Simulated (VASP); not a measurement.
## SiC7: single point with PBE

The system is SiC7.

```xyz
24
Lattice="-3.8154 -3.8154 0.0000 0.0000 3.8153 3.8153 -3.7780 3.7780 -3.7780" Properties=species:S:1:pos:R:3 pbc="T T T"
C    -5.7706    1.9501   -3.6786
C    -3.8036    3.7615   -3.7456
C    -5.8115    0.1021   -1.8776
C    -3.7763    1.8531   -1.9033
C    -3.9322   -0.0149   -0.0959
C    -1.8009    1.9778   -0.0645
C    -1.8756   -0.2424    1.9431
C    -3.7779    5.7968   -1.9946
C    -5.7802    1.7862   -0.0549
C    -3.5504    3.7578    0.0620
C    -3.7726    1.8609    2.1652
C    -1.8679    3.8262    1.9394
C    -4.7212    2.7582   -2.7900
C    -6.7015    0.9875   -2.8173
C    -4.8176    0.9248   -0.9859
C    -2.7731    2.8681   -0.9592
C    -0.9396    2.9088    0.8980
C    -6.6749    2.7584   -0.9452
C    -2.7730    4.7129    0.9945
C    -2.8828   -0.9332   -0.8728
C    -0.9123    0.9284   -0.8727
Si   -2.8381    0.9263    0.9713
Si   -4.7191    4.7296   -0.9004
Si   -4.7444    2.8233    0.9966
```

- Program: VASP 6.6.1
- Task: single point
- Functional: PBE
- Potentials or basis: VASP PAW PBE potentials, release 64 (C, Si)
- Cutoff: 520 eV
- k mesh: 3 × 3 × 2, shifted
- Occupations: gaussian, width 0.1 eV
- Spin: no spin polarisation
- Dipole correction: no
- Further INCAR settings: LREAL = Auto; ALGO = Normal; EDIFF = 1e-07; NBANDS = 66; ISYM = 0

```json
{"Pressure": "0.2 GPa", "Largest force": "0.031 eV/Å", "Band gap on the k mesh": "3.08 eV (least direct gap 3.14 eV)"}
```

Forces on the atoms (eV/Å):
```
C    0.017 -0.011 -0.003
C    0.005 -0.015  0.009
C    0.005 -0.015 -0.016
C    0.002  0.000  0.011
C    0.015  0.003  0.012
C   -0.006 -0.009  0.003
C   -0.003  0.029 -0.003
C   -0.022 -0.009  0.012
C    0.013  0.007  0.015
C   -0.029  0.009 -0.004
C    0.004 -0.004 -0.029
C    0.010 -0.006  0.005
C    0.008  0.002 -0.013
C   -0.003 -0.008 -0.008
C    0.010  0.007  0.001
C   -0.007 -0.009 -0.011
C   -0.003  0.008  0.007
C   -0.012  0.007  0.008
C   -0.002  0.012  0.011
C    0.009  0.016 -0.007
C   -0.014 -0.009  0.006
Si   0.000 -0.004 -0.001
Si   0.000 -0.002 -0.004
Si   0.003  0.003 -0.001
```

Levels at points of the mesh, in eV from the valence-band top:
| k point | band 45 | band 46 | band 47 | band 48 | band 49 | band 50 | band 51 | band 52 |
| --- | --- | --- | --- | --- | --- | --- | --- | --- |
| (0.00, 0.00, 0.25) | -0.93 | -0.73 | -0.01 | 0.00 | 3.14 | 3.18 | 3.30 | 4.40 |

Wall time 5.7 min on 1 thread of Intel(R) Xeon(R) Platinum 8259CL CPU @ 2.50GHz (Skylake/Cascade Lake), on a shared host, peak memory 0.28 GiB.

Caveat: the k points lie up to 0.48 Å⁻¹ apart; a shifted mesh leaves out Γ, where band edges can lie. A k mesh can miss the band edges.
